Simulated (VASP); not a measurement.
# P4C (I-4) in VASP: relaxation of cell and atoms with PBE

Aim: the relaxation of cell and atoms of P4C with PBE.

All numbers are computed with VASP 6.6.1; they aren't measurements. Logs are shortened: lines on timing, memory, paths and dates and some standing lists are left out, and cuts for length are marked.

## (1) The cell of the first run

It takes space group I-4 (No. 82, tetragonal). Conventional cell: a = 5.399 Å, b = 5.399 Å, c = 5.834 Å, α = 90.00°, β = 90.00°, γ = 90.00°. P (site symmetry 1) has 1 C at 1.94 Å and 3 P at 2.29 to 2.37 Å within 2.6 Å. Within 2.6 Å of C (site symmetry -4) lie 4 P at 1.94 Å.

## (2) Relaxation of cell and atoms, PBE

INCAR reads:

```
ALGO     = Normal         # electronic algorithm
EDIFF    = 1E-7           # SCF threshold, eV
EDIFFG   = -0.01          # ionic threshold
ENCUT    = 600            # plane-wave cutoff, eV
GGA      = PE             # functional
GGA_COMPAT= F            
IBRION   = 2              # ionic algorithm
ISIF     = 3              # what is computed and relaxed
ISMEAR   = 0              # smearing method
LASPH    = T              # aspherical terms in the spheres
LCHARG   = F              # write CHGCAR
LREAL    = F              # projectors in reciprocal space
LWAVE    = F              # write WAVECAR
NELM     = 120            # most SCF steps
NELMIN   = 4            
NSW      = 100            # ionic steps
PREC     = Accurate       # precision mode
SIGMA    = 0.02           # smearing width, eV
```

KPOINTS reads:

```
k-points
0
Gamma
  10 10 10
```

POSCAR reads:

```
P4C
1.0
   -2.6993962268      2.6993962268      2.9170983731
    2.6993962268     -2.6993962268      2.9170983731
    2.6993962268      2.6993962268     -2.9170983731
P C
4 1
Direct
    0.3302194652      0.0535057925      0.8585626261
    0.1949431664      0.4716568391      0.1414373739
    0.5283431609      0.6697805348      0.7232863273
    0.9464942075      0.8050568336      0.2767136727
    0.0000000000      0.0000000000      0.0000000000
```

Potentials or basis: VASP PAW PBE potentials, release 64 (P, C).

Launch:

```console
$ cat potpaw_PBE.64/P/POTCAR potpaw_PBE.64/C/POTCAR > POTCAR
$ mpirun -np 1 vasp_std > vasp.out
```

OUTCAR:

```text
EDIFF = 1E-7
   EDIFFG = -0.01
   ENCUT = 600
   GGA = PE
   IBRION = 2
   ISIF = 3
   ISMEAR = 0
   LASPH = T
   LREAL = F
   NELM = 120
   NELMIN = 4
   NSW = 100
   PREC = Accurate

 ion  position               nearest neighbor table
   1  0.330  0.054  0.859-   5 1.94   3 2.29   4 2.29   2 2.37
   2  0.195  0.472  0.141-   5 1.94   4 2.29   3 2.29   1 2.37
   3  0.528  0.670  0.723-   5 1.94   1 2.29   2 2.29   4 2.37
   4  0.946  0.805  0.277-   5 1.94   2 2.29   1 2.29   3 2.37
   5  0.000  0.000  0.000-   4 1.94   1 1.94   3 1.94   2 1.94

  LATTYP: Found a body centered tetragonal cell.
 ALAT       =     5.3987924536
 C/A-ratio  =     1.0806484591

  Lattice vectors:

 A1 = (  -2.6993962268,   2.6993962268,   2.9170983731)
 A2 = (   2.6993962268,  -2.6993962268,   2.9170983731)
 A3 = (   2.6993962268,   2.6993962268,  -2.9170983731)

Analysis of symmetry for initial positions (statically):
=====================================================================
 Subroutine PRICEL returns:
 Original cell was already a primitive cell.

 Routine SETGRP: Setting up the symmetry group for a
 body centered tetragonal supercell.

 Subroutine GETGRP returns: Found  4 space group operations
 (whereof  4 operations were pure point group operations)
 out of a pool of 16 trial point group operations.

The static configuration has the point symmetry S_4 .

Analysis of symmetry for dynamics (positions and initial velocities):
=====================================================================
 Subroutine PRICEL returns:
 Original cell was already a primitive cell.

 Routine SETGRP: Setting up the symmetry group for a
 body centered tetragonal supercell.

 Subroutine GETGRP returns: Found  4 space group operations
 (whereof  4 operations were pure point group operations)
 out of a pool of 16 trial point group operations.

The dynamic configuration has the point symmetry S_4 .

 Subroutine INISYM returns: Found  4 space group operations
 (whereof  4 operations are pure point group operations),
 and found     1 'primitive' translations

----------------------------------------------------------------------------------------

                                     Primitive cell

  volume of cell :      85.0245

  direct lattice vectors                    reciprocal lattice vectors
    -2.699396227  2.699396227  2.917098373     0.000000000  0.185226606  0.171403201
     2.699396227 -2.699396227  2.917098373     0.185226606  0.000000000  0.171403201
     2.699396227  2.699396227 -2.917098373     0.185226606  0.185226606  0.000000000

  length of vectors
     4.804471136  4.804471136  4.804471136     0.252364722  0.252364722  0.261949978

  position of ions in fractional coordinates (direct lattice)
     0.330219465  0.053505792  0.858562626
     0.194943166  0.471656839  0.141437374
     0.528343161  0.669780535  0.723286327
     0.946494208  0.805056834  0.276713673
     0.000000000  0.000000000  0.000000000

  ion indices of the primitive-cell ions
   primitive index   ion index
                 1           1
                 2           2
                 3           3
                 4           4
                 5           5

----------------------------------------------------------------------------------------

 KPOINTS: k-points

Automatic generation of k-mesh.
 Grid dimensions read from file:
 generate k-points for:   10   10   10

 Generating k-lattice:

  Cartesian coordinates                     Fractional coordinates (reciprocal lattice)
     0.000000000  0.018522661  0.017140320     0.100000000  0.000000000  0.000000000
     0.018522661  0.000000000  0.017140320     0.000000000  0.100000000  0.000000000
     0.018522661  0.018522661  0.000000000     0.000000000  0.000000000  0.100000000

  Length of vectors
     0.025236472  0.025236472  0.026194998

  Shift w.r.t. Gamma in fractional coordinates (k-lattice)
     0.000000000  0.000000000  0.000000000

 Subroutine IBZKPT returns following result:
 ===========================================

 Found    144 irreducible k-points:

 Following reciprocal coordinates:
            Coordinates               Weight
  0.000000  0.000000  0.000000      1.000000
  0.100000 -0.000000  0.000000      8.000000
  0.200000 -0.000000  0.000000      8.000000
  0.300000 -0.000000  0.000000      8.000000
  0.400000 -0.000000  0.000000      8.000000
  0.500000 -0.000000  0.000000      4.000000
[... 16 lines left out ...]
  0.200000  0.200000  0.000000      8.000000
  0.300000  0.200000  0.000000      8.000000
 [... further k-points ...]
   k-points           NKPTS =    144   k-points in BZ     NKDIM =    144   number of bands    NBANDS=     16
   number of dos      NEDOS =    301   number of ions     NIONS =      5
   total plane-waves  NPLWV =  64000
   dimension x,y,z NGX =    40 NGY =   40 NGZ =   40
   dimension x,y,z NGXF=    80 NGYF=   80 NGZF=   80
   ions per type =               4   1
   NGX,Y,Z   is equivalent  to a cutoff of  13.84, 13.84, 13.84 a.u.
   NGXF,Y,Z  is equivalent  to a cutoff of  27.68, 27.68, 27.68 a.u.
 SYSTEM =  unknown system
   PREC   = accura    normal or accurate (medium, high low for compatibility)
   ISTART =      0    job   : 0-new  1-cont  2-samecut
   ICHARG =      2    charge: 1-file 2-atom 10-const
   ISPIN  =      1    spin polarized calculation?
   LNONCOLLINEAR =      F non collinear calculations
   LSORBIT =      F    spin-orbit coupling
   LASPH  =      T    aspherical Exc in radial PAW
   ENCUT  =  600.0 eV  44.10 Ry    6.64 a.u.   9.60  9.60  9.60*2*pi/ulx,y,z
   NELM   =    120;   NELMIN=  4; NELMDL= -5     # of ELM steps
   EDIFF  = 0.1E-06   stopping-criterion for ELM
   LREAL  =      F    real-space projection
   EDIFFG = -.1E-01   stopping-criterion for IOM
   NSW    =    100    number of steps for IOM
   IBRION =      2    ionic relax: 0-MD 1-quasi-New 2-CG
   NFREE  =      1    steps in history (QN), initial steepest desc. (CG)
   ISIF   =      3    stress and relaxation
   ISYM   =      2    0-nonsym 1-usesym 2-fastsym
   POTIM  = 0.5000    time-step for ionic-motion
   TEBEG  =    0.0;   TEEND  =   0.0 temperature during run
   PSTRESS=    0.0 pullay stress
   NELECT =      24.0000    total number of electrons
   NUPDOWN=      -1.0000    fix difference up-down
   EMIN   =  10.00;   EMAX   =-10.00  energy-range for DOS
   EFERMI =   0.00;   METHOD = LEGACY
   ISMEAR =     0;   SIGMA  =   0.02  broadening in eV -4-tet -1-fermi 0-gaus
   EFERMI_NEDOS =   21; number of points for ismear=-14 and -15
   IALGO  =     38    algorithm
   IMIX   =      4    mixing-type and parameters
     AMIX     =   0.40;   BMIX     =  1.00
     AMIX_MAG =   1.60;   BMIX_MAG =  1.00
  volume/ion in A,a.u.               =      17.00       114.75
  Fermi-wavevector in a.u.,A,eV,Ry     =   1.073900  2.029377 15.691068  1.153261
  Thomas-Fermi vector in A             =   2.209713
   LORBIT       =      0    0 simple, 1 ext, 2 COOP (PROOUT), +10 PAW based schemes
   GGA     = PE    functional components
   LHFCALC =     F    Hartree Fock is set to
   AEXX    =    0.0000 exact exchange contribution
   IVDW    =     0    specifies the selected vdW correction
   LEPSILON=     F    determine dielectric tensor
   LRPA    =     F    only Hartree local field effects (RPA)
 conjugate gradient relaxation of ions
 non-spin polarized calculation
 Gauss-broadening in eV      SIGMA  =   0.02
  energy-cutoff  :      600.00
  volume of cell :       85.02
 maximum number of plane-waves:      2858
 NGX is ok and might be reduce to    40
   NGX = 19   NGY = 19   NGZ = 19

--------------------------------------- Ionic step        1  -------------------------------------------

 number of electron      24.0000001 magnetization

 Free energy of the ion-electron system (eV)
  ---------------------------------------------------
  ext. energy  EPLUGINS =         0.00000000
  ---------------------------------------------------
  free energy    TOTEN  =       -27.63804499 eV

  energy without entropy =      -27.63804499  energy(sigma->0) =      -27.63804499

------------------------ aborting loop because EDIFF is reached ----------------------------------------

  FORCE on cell =-STRESS in cart. coord.  units (eV):
  Direction    XX          YY          ZZ          XY          YZ          ZX
  --------------------------------------------------------------------------------------
  -------------------------------------------------------------------------------------
  Total       -0.2355634     -0.2355634      0.0076668      0.0000001      0.0000000     -0.0000000
  in kB       -4.4388871     -4.4388871      0.1444710      0.0000014      0.0000000     -0.0000000
  external PRESSURE =      -2.9111010 kB  Pullay stress =       0.0000000 kB
[... 98 lines left out ...]
  FREE ENERGIE OF THE ION-ELECTRON SYSTEM (eV)
  ---------------------------------------------------
  free  energy   TOTEN  =       -27.6388609361 eV

  energy  without entropy=      -27.6388609361  energy(sigma->0) =      -27.63886094

[... ionic steps 4 to 10 ...]

--------------------------------------- Ionic step       11  -------------------------------------------

 number of electron      24.0000000 magnetization

------------------------ aborting loop because EDIFF is reached ----------------------------------------
[... 73 lines left out ...]
--------------------------------------- Ionic step       13  -------------------------------------------

 number of electron      24.0000000 magnetization

 Free energy of the ion-electron system (eV)
  ---------------------------------------------------
  ext. energy  EPLUGINS =         0.00000000
  ---------------------------------------------------
  free energy    TOTEN  =       -27.64038649 eV

  energy without entropy =      -27.64038649  energy(sigma->0) =      -27.64038649

 E-fermi :   6.2224     XC(G=0):  -9.8298

 val. band max:        6.1188678746   @ k =   0.4000   0.2000  -0.1000
 cond. band min:       6.5070454114   @ k =   0.5000   0.5000   0.5000
 fundamental gap:      0.3881775368
 Fermi energy:         6.2224144508

 k-point     1 :       0.0000    0.0000    0.0000
  band No.  band energies     occupation
      1     -10.2361      2.00000
      2      -5.0014      2.00000
      3      -4.1521      2.00000
      4      -3.3596      2.00000
      5      -3.3596      2.00000
      6       0.6694      2.00000
[... 433 lines left out ...]
      3      -5.3946      2.00000
      4      -2.8730      2.00000
      5      -1.4500      2.00000
      6      -0.0139      2.00000
[... 8 lines left out ...]
     15       8.8974      0.00000
     16       9.1981      0.00000

 [... further k-points ...]

------------------------ aborting loop because EDIFF is reached ----------------------------------------

  FORCE on cell =-STRESS in cart. coord.  units (eV):
  Direction    XX          YY          ZZ          XY          YZ          ZX
  --------------------------------------------------------------------------------------
  -------------------------------------------------------------------------------------
  Total        0.0045935      0.0045935     -0.0298896      0.0000001     -0.0000000     -0.0000000
  in kB        0.0869552      0.0869552     -0.5658136      0.0000017     -0.0000000     -0.0000000
  external PRESSURE =      -0.1306344 kB  Pullay stress =       0.0000000 kB
[... 20 lines left out ...]
  FREE ENERGIE OF THE ION-ELECTRON SYSTEM (eV)
  ---------------------------------------------------
  free  energy   TOTEN  =       -27.6403864904 eV

  energy  without entropy=      -27.6403864904  energy(sigma->0) =      -27.64038649

 reached required accuracy - stopping structural energy minimisation
```

Wall time 21 min (1 thread of Oxide Virtual Turin-like, shared host); peak memory 0.35 GiB.

What came out:

```yaml
Free_energy: -27.6404 eV
Relaxed_volume: 16.93 Å³/atom
Relaxed_cell: a = 4.799 Å, b = 4.799 Å, c = 4.799 Å, α = 111.93°, β = 111.93°, γ = 104.66°
Space_group_after_relaxing_to_0.1_Å: I-4 (No. 82)
Energy_gained_by_relaxing: 0.5 meV/atom
Ionic_steps: 13
Pressure_after_relaxing: 0.0 GPa
Largest_force_after_relaxing: 0.008 eV/Å
Band_gap_on_the_k_mesh: 0.39 eV (least direct gap 0.81 eV)
```

Forces on the atoms (eV/Å):
```
P   -0.006  0.004  0.004
P    0.006 -0.004  0.004
P   -0.004 -0.006 -0.004
P    0.004  0.006 -0.004
C    0.000  0.000  0.000
```

The path:
```tsv
step	energy change (eV)	largest force (eV/Å)	pressure (GPa)	volume (Å³)
1	0.0000	0.0651	-0.29	85.02
2	-0.0008	0.0349	0.18	84.64
3	-0.0008	0.0327	0.11	84.70
4	-0.0011	0.0308	0.04	84.77
5	-0.0013	0.0407	-0.12	84.94
6	-0.0015	0.0349	-0.11	84.92
7	-0.0018	0.0290	-0.07	84.86
8	-0.0016	0.0663	0.01	84.75
9	-0.0019	0.0367	-0.05	84.83
10	-0.0021	0.0281	-0.03	84.77
11	-0.0023	0.0128	0.00	84.63
12	-0.0023	0.0134	0.00	84.65
13	-0.0023	0.0082	-0.01	84.64
```

Final structure:
```
CELL_PARAMETERS angstrom
-2.68606 2.68606 2.93270
2.68606 -2.68606 2.93270
2.68606 2.68606 -2.93270
ATOMIC_POSITIONS crystal
P 0.33214 0.05145 0.86202
P 0.18943 0.47013 0.13798
P 0.52987 0.66786 0.71931
P 0.94855 0.81057 0.28069
C 0.00000 0.00000 0.00000
```
